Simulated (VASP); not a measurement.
Crystal: Pt.

```
Pt
1.0
     0.00000    1.89834    1.89834
     1.89834    0.00000    1.89834
     1.89834    1.89834    0.00000
Pt
1
Direct
  0.00000 0.00000 0.00000
```

Base run:

```yaml
Program: VASP 6.6.1
Functional: PBEsol
Potentials_or_basis: VASP PAW PBE potentials, release 64 (Pt)
Cutoff: 520 eV
k_mesh: 22 × 22 × 22
Occupations: gaussian, width 0.15 eV
Spin: collinear spin, ferromagnetic start
Starting_moments: "[0.45] μB"
Fixed_moment: 0.45 μB
```

Its results: pressure 36.0 GPa; site moments Pt +0.44 μB.

Task: The run is repeated on the same cell with these changes: fixed moment from 0.45 μB to 0.05 μB; moments at the start from [0.45] to [0.05]. What comes out?

Result: Pressure 34.7 GPa; site moments Pt +0.05 μB.

Caveats: the PAW data sets were made with another functional, which shifts forces and pressure a little; the total moment is fixed, so each spin has its own Fermi level.
